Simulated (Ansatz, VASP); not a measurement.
## One calculation of SnTe, two programs

Contents of POSCAR:

```
SnTe
1.0
    0.0000000000      3.5839840137      3.5839840137
    3.5839840137      0.0000000000      3.5839840137
    3.5839840137      3.5839840137      0.0000000000
Sn Te
1 1
Direct
    0.0000000000      0.0000000000      0.0000000000
    0.2500000000      0.2500000000      0.2500000000
```

INCAR.step1

```
PREC = Accurate
ENCUT = 520
EDIFF = 1E-5
ISMEAR = -1
SIGMA = 0.02
LREAL = F
LASPH = T
NELM = 100
ALGO = Normal
ISIF = 2
LWAVE = T
LCHARG = F
NBANDS = 17
GGA = PE
```

File INCAR.step2:

```
PREC = Accurate
ENCUT = 520
EDIFF = 1E-6
ISMEAR = -1
SIGMA = 0.02
LREAL = F
LASPH = T
NELM = 100
ALGO = Normal
ISIF = 2
LWAVE = F
LCHARG = F
GGA = PE
LHFCALC = T
AEXX = 0.05
HFSCREEN = 0.3
PRECFOCK = Normal
NBANDS = 17
ISTART = 1
```

Contents of KPOINTS:

```
Automatic mesh
0
Gamma
  4 4 4
```

Input for Ansatz:

```yaml
crystal:
  lattice:
    - [0.0, 3.5839840137, 3.5839840137]
    - [3.5839840137, 0.0, 3.5839840137]
    - [3.5839840137, 3.5839840137, 0.0]
  atoms:
    - { symbol: Sn, position: [0.0, 0.0, 0.0] }
    - { symbol: Te, position: [0.25, 0.25, 0.25] }
kpoints:
  mp_grid: { grid: [4, 4, 4] }
hamiltonian:
  xc: { exchange: pbe, correlation: pbe, exx: { coeff: 0.05, omega: 0.3 } }
scf:
  occupations: { method: fermi_dirac, width: 0.02 }
  n_extra_bands: 4
output:
  forces: true
  stress: true
  eigenvalues: true
```

Alike in both runs: task single point; functional PBE-based screened hybrid with a share of 0.05 of exact exchange and HFSCREEN = 0.3; k mesh 4 × 4 × 4; occupations fermi-dirac, width 0.02 eV; no spin polarisation.

|  | VASP | Ansatz |
| --- | --- | --- |
| version | VASP 6.6.1 | Ansatz 0.2.0 |
| potentials or method | VASP PAW PBE potentials, release 64 (Sn_d, Te) | plane waves |
| plane-wave cutoff (eV) | 520 | 420 |
| valence electrons in the cell | 20 | 30 |

```tsv
	VASP	Ansatz	Ansatz less VASP
pressure (GPa)	0.2	0.2	+0.04
```

VASP's potentials were made for PBE, not for PBE-based screened hybrid. The functional is the same, so the differences come from potentials, cutoffs and numerics. VASP's potentials hold 20 valence electrons a cell and Ansatz's 30, so a difference there can come from the potentials and not from the codes. Ansatz's warnings: stress exchange threshold loose, stress scf threshold loose.

Spin-orbit coupling is off throughout.
